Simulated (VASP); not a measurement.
# KF (I-4m2) in VASP: notebook, part 2 of 2

VASP 6.6.1. The steps go on from the part before.

### Step 3. Single point, r2SCAN (biaxial xy strain +3.5%)

Contents of POSCAR:

```
KF
1.0
    0.0000000000      3.0387275601      2.9354014298
    3.0387275601      0.0000000000      2.9354014298
    3.0387275601      3.0387275601      0.0000000000
K F
1 1
Direct
    0.0000000000      0.0000000000      0.0000000000
    0.2500000000      0.2500000000      0.2500000000
```

Contents of INCAR.step1:

```
PREC     = Accurate       # precision mode
ENCUT    = 520            # plane-wave cutoff, eV
ISMEAR   = 0              # smearing method
SIGMA    = 0.01           # smearing width, eV
LREAL    = F              # projectors in reciprocal space
LASPH    = T              # aspherical terms in the spheres
NELM     = 100            # most SCF steps
NBANDS   = 15             # bands
GGA      = PE             # functional
ALGO     = Normal         # electronic algorithm
EDIFF    = 1E-4           # SCF threshold, eV
LWAVE    = T              # write WAVECAR
LCHARG   = F              # write CHGCAR
```

Contents of INCAR.step2:

```
PREC     = Accurate       # precision mode
ENCUT    = 520            # plane-wave cutoff, eV
EDIFF    = 1E-6           # SCF threshold, eV
ISMEAR   = 0              # smearing method
SIGMA    = 0.01           # smearing width, eV
LREAL    = F              # projectors in reciprocal space
LASPH    = T              # aspherical terms in the spheres
NELM     = 100            # most SCF steps
ALGO     = Normal         # electronic algorithm
ISIF     = 2              # what is computed and relaxed
LWAVE    = F              # write WAVECAR
LCHARG   = T              # write CHGCAR
METAGGA  = R2SCAN         # meta-GGA
LMIXTAU  = T            
LELF     = T              # ELF
LVHAR    = T            
NBANDS   = 15             # bands
ISTART   = 1
```

Contents of KPOINTS:

```
Automatic mesh
0
Gamma
  8 8 8
```

Potentials or basis: VASP PAW PBE potentials, release 64 (K_sv, F).

Started as:

```
$ cat potpaw_PBE.64/K_sv/POTCAR potpaw_PBE.64/F/POTCAR > POTCAR
$ cp INCAR.step1 INCAR
$ mpirun -np 1 vasp_std > vasp.out
$ cp INCAR.step2 INCAR
$ mpirun -np 1 vasp_std > vasp.out
```

OUTCAR:

```text
PREC = Accurate
   ENCUT = 520
   EDIFF = 1E-6
   ISMEAR = 0
   LREAL = F
   LASPH = T
   NELM = 100
   ISIF = 2
   METAGGA = R2SCAN
   ISTART = 1

 ion  position               nearest neighbor table
   1  0.000  0.000  0.000-   2 2.60   2 2.60   2 2.60   2 2.60
   2  0.250  0.250  0.250-   1 2.60   1 2.60   1 2.60   1 2.60

  LATTYP: Found a body centered tetragonal cell.
 ALAT       =     4.2974097279
 C/A-ratio  =     1.3661259297

  Lattice vectors:

 A1 = (   0.0000000000,  -3.0387275601,  -2.9354014298)
 A2 = (   0.0000000000,   3.0387275601,  -2.9354014298)
 A3 = (   3.0387275601,   0.0000000000,   2.9354014298)

Analysis of symmetry for initial positions (statically):
=====================================================================
 Subroutine PRICEL returns:
 Original cell was already a primitive cell.

 Routine SETGRP: Setting up the symmetry group for a
 body centered tetragonal supercell.

 Subroutine GETGRP returns: Found  8 space group operations
 (whereof  8 operations were pure point group operations)
 out of a pool of 16 trial point group operations.

The static configuration has the point symmetry D_2d.

Analysis of symmetry for dynamics (positions and initial velocities):
=====================================================================
 Subroutine PRICEL returns:
 Original cell was already a primitive cell.

 Routine SETGRP: Setting up the symmetry group for a
 body centered tetragonal supercell.

 Subroutine GETGRP returns: Found  8 space group operations
 (whereof  8 operations were pure point group operations)
 out of a pool of 16 trial point group operations.

The dynamic configuration has the point symmetry D_2d.

 Subroutine INISYM returns: Found  8 space group operations
 (whereof  8 operations are pure point group operations),
 and found     1 'primitive' translations

----------------------------------------------------------------------------------------

                                     Primitive cell

  volume of cell :      54.2102

[... 119 lines left out ...]
 non-spin polarized calculation
 Gauss-broadening in eV      SIGMA  =   0.01
  energy-cutoff  :      520.00
  volume of cell :       54.21
 maximum number of plane-waves:      1482
   NGX = 15   NGY = 15   NGZ = 15

 number of electron      16.0000012 magnetization

 Free energy of the ion-electron system (eV)
  ---------------------------------------------------
  ext. energy  EPLUGINS =         0.00000000
  ---------------------------------------------------
  free energy    TOTEN  =       -14.69277428 eV

  energy without entropy =      -14.69277428  energy(sigma->0) =      -14.69277428

 E-fermi :  -4.1534     XC(G=0):  -7.0407

 val. band max:       -4.2329375429   @ k =  -0.2500   0.2500   0.5000
 cond. band min:       1.3361845623   @ k =   0.0000   0.0000   0.0000
 fundamental gap:      5.5691221052
 Fermi energy:        -4.1533743249

 k-point     1 :       0.0000    0.0000    0.0000
  band No.  band energies     occupation
      1     -31.6798      2.00000
      2     -23.8691      2.00000
      3     -14.3355      2.00000
      4     -14.3275      2.00000
      5     -14.3275      2.00000
      6      -4.3946      2.00000
      7      -4.3946      2.00000
      8      -4.3909      2.00000
      9       1.3362      0.00000
     10       7.9966      0.00000
     11       8.1093      0.00000
     12       8.1093      0.00000
     13       8.2571      0.00000
     14       8.3590      0.00000
[... 401 lines left out ...]
      2     -23.9158      2.00000
      3     -14.4153      2.00000
      4     -14.3700      2.00000
      5     -14.3361      2.00000
      6      -4.4829      2.00000
      7      -4.3437      2.00000
      8      -4.3159      2.00000
      9       3.1853      0.00000
     10       6.0139      0.00000
     11       7.2966      0.00000
     12       7.7035      0.00000
     13       9.0553      0.00000
     14       9.2042      0.00000
     15      10.4558      0.00000

 [... further k-points ...]

------------------------ aborting loop because EDIFF is reached ----------------------------------------

  FORCE on cell =-STRESS in cart. coord.  units (eV):
  Direction    XX          YY          ZZ          XY          YZ          ZX
  --------------------------------------------------------------------------------------
  -------------------------------------------------------------------------------------
  Total       -0.4883408     -0.4883408     -0.4513719      0.0000000      0.0000000      0.0000000
  in kB      -14.4328660    -14.4328660    -13.3402544      0.0000000      0.0000000      0.0000000
  external PRESSURE =     -14.0686621 kB  Pullay stress =       0.0000000 kB

 VOLUME and BASIS-vectors are now :
 -----------------------------------------------------------------------------
  energy-cutoff  :      520.00
  volume of cell :       54.21
      direct lattice vectors                 reciprocal lattice vectors
     0.000000000  3.038727560  2.935401430    -0.164542556  0.164542556  0.170334454
     3.038727560  0.000000000  2.935401430     0.164542556 -0.164542556  0.170334454
     3.038727560  3.038727560  0.000000000     0.164542556  0.164542556 -0.170334454

 POSITION                                       TOTAL-FORCE (eV/Angst)
 -----------------------------------------------------------------------------------
      0.00000      0.00000      0.00000         0.000000      0.000000      0.000000
      1.51936      1.51936      1.46770        -0.000000     -0.000000     -0.000000
 -----------------------------------------------------------------------------------
    total drift:                               -0.000000     -0.000000     -0.000000

  FREE ENERGIE OF THE ION-ELECTRON SYSTEM (eV)
  ---------------------------------------------------
  free  energy   TOTEN  =       -14.6927742780 eV

  energy  without entropy=      -14.6927742780  energy(sigma->0) =      -14.69277428
```

OUTCAR.step1:

```text
PREC = Accurate
   ENCUT = 520
   ISMEAR = 0
   LREAL = F
   LASPH = T
[... 653 lines left out ...]
 -----------------------------------------------------------------------------------
      0.00000      0.00000      0.00000         0.000000      0.000000      0.000000
      1.51936      1.51936      1.46770        -0.000000     -0.000000      0.000000
 -----------------------------------------------------------------------------------
    total drift:                                0.000000      0.000000      0.000000

  FREE ENERGIE OF THE ION-ELECTRON SYSTEM (eV)
  ---------------------------------------------------
  free  energy   TOTEN  =        -8.1277310090 eV

  energy  without entropy=       -8.1277310090  energy(sigma->0) =       -8.12773101
```

OSZICAR.step1:

```text
N       E                     dE             d eps       ncg     rms          rms(c)
DAV:   1     0.108587692533E+03    0.10859E+03   -0.77941E+03  1770   0.988E+02
DAV:   2    -0.421264667822E+01   -0.11280E+03   -0.10354E+03  2220   0.268E+02
DAV:   3    -0.954375091398E+01   -0.53311E+01   -0.53037E+01  2448   0.528E+01
DAV:   4    -0.973312391979E+01   -0.18937E+00   -0.18935E+00  2363   0.847E+00
DAV:   5    -0.973456358602E+01   -0.14397E-02   -0.14397E-02  2468   0.823E-01    0.674E+00
DAV:   6    -0.817806158599E+01    0.15565E+01   -0.47578E+00  2001   0.153E+01    0.358E+00
DAV:   7    -0.812674308376E+01    0.51319E-01   -0.12833E-01  2040   0.248E+00    0.213E+00
DAV:   8    -0.812162263893E+01    0.51204E-02   -0.83889E-02  1994   0.266E+00    0.319E-01
DAV:   9    -0.812561564816E+01   -0.39930E-02   -0.83522E-03  2129   0.562E-01    0.148E-01
DAV:  10    -0.812779445456E+01   -0.21788E-02   -0.23099E-03  1819   0.397E-01    0.604E-02
DAV:  11    -0.812773100901E+01    0.63446E-04   -0.23782E-04  2421   0.115E-01
   1 F= -.81277310E+01 E0= -.81277310E+01  d E =-.212569E-42
```

Run time: 4.7 min. Hardware: 1 thread of AMD EPYC 7R13, shared host; peak memory 0.18 GiB.

What came out:

| Property | Result |
| --- | --- |
| Free energy | -14.6928 eV |
| Pressure | -1.4 GPa |
| Band gap on the k mesh | 5.57 eV (least direct gap 5.73 eV) |

Stress tensor (GPa, compression positive):
```
-1.44  0.00  0.00
 0.00 -1.44  0.00
 0.00  0.00 -1.33
```

Levels at points of the mesh, in eV from the valence-band top:
| k point | band 5 | band 6 | band 7 | band 8 | band 9 | band 10 | band 11 | band 12 |
| --- | --- | --- | --- | --- | --- | --- | --- | --- |
| (0.00, 0.00, 0.00) | -10.09 | -0.16 | -0.16 | -0.16 | 5.57 | 12.23 | 12.34 | 12.34 |
| (0.50, 0.00, 0.00) | -10.13 | -0.24 | -0.10 | -0.08 | 8.32 | 9.52 | 11.35 | 11.53 |
| (0.50, 0.50, 0.00) | -10.14 | -0.37 | -0.01 | -0.01 | 8.70 | 8.82 | 12.91 | 13.43 |
| (0.50, 0.00, 0.50) | -10.11 | -0.38 | -0.01 | 0.00 | 8.61 | 8.73 | 12.67 | 13.45 |

Caveat: the cell differs from its parent crystal (biaxial xy strain +3.5%); the structure was generated, so it needn't be the stable form of KF; the PAW data sets were made with another functional, which shifts forces and pressure a little.
